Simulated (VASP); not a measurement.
## Cd: relaxation of cell and atoms with PBE

The system is Cd.

```
Cd
1.0
     0.00000    2.21815    2.21815
     2.21815    0.00000    2.21815
     2.21815    2.21815    0.00000
Cd
1
Direct
  0.00000 0.00000 0.00000
```

```
Program                : VASP 6.6.1
Task                   : relaxation of cell and atoms
Functional             : PBE
Potentials or basis    : VASP PAW PBE potentials, release 64 (Cd)
Cutoff                 : 600 eV
k mesh                 : 16 × 16 × 16
Occupations            : gaussian, width 0.1 eV
Spin                   : no spin polarisation
Dipole correction      : no
Further INCAR settings : ALGO = Fast; EDIFF = 1e-06; IBRION = 2; EDIFFG = -0.005; NSW = 100; ISIF = 3
```

```
Relaxed volume                         : 23.00 Å³/atom
Relaxed cell                           : a = 3.192 Å, b = 3.192 Å, c = 3.192 Å, α = 60.00°, β = 60.00°, γ = 60.00°
Space group after relaxing (to 0.05 Å) : Fm-3m (No. 225)
Energy gained by relaxing              : 8.5 meV/atom
Ionic steps                            : 4
Pressure after relaxing                : 0.0 GPa
Band gap on the k mesh                 : zero (band 6 reaches 4.30 eV, above the bottom of band 7 at 1.07 eV)
```

Step by step:
```tsv
step	energy change (eV)	largest force (eV/Å)	pressure (GPa)	volume (Å³)
1	0.0000	0.0000	2.54	21.83
2	-0.0085	0.0000	0.13	22.94
3	-0.0085	0.0000	-0.06	23.02
4	-0.0085	0.0000	-0.03	23.00
```

Final structure:
```xyz
1
Lattice="0.0000 2.2571 2.2571 2.2571 0.0000 2.2571 2.2571 2.2571 0.0000" Properties=species:S:1:pos:R:3 pbc="T T T"
Cd    0.0000    0.0000    0.0000
```

Levels at points of the mesh, in eV from the Fermi level:
| k point | band 2 | band 3 | band 4 | band 5 | band 6 | band 7 | band 8 | band 9 | band 10 |
| --- | --- | --- | --- | --- | --- | --- | --- | --- | --- |
| (0.00, 0.00, 0.00) | -8.99 | -8.99 | -8.59 | -8.59 | -8.40 | 13.72 | 14.44 | 14.44 | 14.44 |
| (0.50, 0.00, 0.00) | -8.99 | -8.99 | -8.26 | -8.26 | -2.11 | -1.39 | 12.09 | 12.09 | 12.84 |
| (0.50, 0.50, 0.00) | -9.49 | -8.28 | -8.17 | -8.17 | -0.66 | 1.20 | 6.62 | 6.62 | 10.68 |

It took 2.9 min on 1 thread of Intel Xeon 6975P-C, on a shared host, peak memory 0.19 GiB.
